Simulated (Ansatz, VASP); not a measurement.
**MgO in VASP and in Ansatz**

```xyz
2
Lattice="0.0000 2.2820 2.1458 2.2820 0.0000 2.1458 2.2820 2.2820 0.0000" Properties=species:S:1:pos:R:3 pbc="T T T"
Mg    0.0000    0.0000    0.0000
O     1.1410    1.1410    1.0729
```

Change from the starting cell: uniaxial_z strain -6.0%.

Alike in both runs: task single point; functional r2SCAN; k mesh 10 × 10 × 10; no spin polarisation.

|  | VASP | Ansatz |
| --- | --- | --- |
| version | VASP 6.6.1 | Ansatz 0.2.0 |
| potentials or method | VASP PAW PBE potentials, release 64 (Mg, O) | plane waves, PAW |
| plane-wave cutoff (eV) | 520 | 500 |
| occupations | gaussian, width 0.01 eV | fixed |
| valence electrons in the cell | 8 | 16 |

|  | VASP | Ansatz | Ansatz less VASP |
| --- | --- | --- | --- |
| gap on the k mesh at the Fermi level (eV) | 4.61 | 4.63 | +0.015 |
| pressure (GPa) | 8.1 | 8.5 | +0.44 |
| traceless stress, the component that is largest in VASP (GPa) | 0.92 | 0.90 | -0.021 |

VASP's potentials were made for PBE, not for r2SCAN. VASP's potentials hold 8 valence electrons a cell and Ansatz's 16, so a difference there can come from the potentials and not from the codes.
